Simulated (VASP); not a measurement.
# Y: single point with PBEsol

Y:

```
CELL_PARAMETERS angstrom
3.28440 0.00000 0.00000
0.00000 3.28440 0.00000
0.00000 0.00000 3.28440
ATOMIC_POSITIONS crystal
Y 0.00000 0.00000 0.00000
```

This isn't the form of Y at room conditions, which is hcp.

```
Program                : VASP 6.6.1
Task                   : single point
Functional             : PBEsol
Potentials or basis    : VASP PAW PBE potentials, release 64 (Y_sv)
Cutoff                 : 520 eV
k mesh                 : 11 × 11 × 11
Occupations            : fermi-dirac, width 0.1 eV
Spin                   : no spin polarisation
Dipole correction      : no
Further INCAR settings : ALGO = Normal; EDIFF = 1e-06; NBANDS = 12
```

- Pressure: -2.1 GPa
- Band gap on the k mesh: zero (an odd number of electrons rules out a gap without spin polarisation)

Levels at points of the mesh, in eV from the Fermi level:
```csv
k point,band 1,band 2,band 3,band 4,band 5,band 6,band 7,band 8,band 9,band 10
"(0.00, 0.00, 0.00)",-42.93,-22.61,-22.61,-22.61,-4.45,-0.58,-0.58,5.12,5.12,5.12
```

Run time: 6.5 s on 1 thread of Intel(R) Xeon(R) 6975P-C (Granite Rapids), with other jobs on the host, peak memory 0.16 GiB.

Caveat: the PAW data sets were made with another functional, which shifts forces and pressure a little.
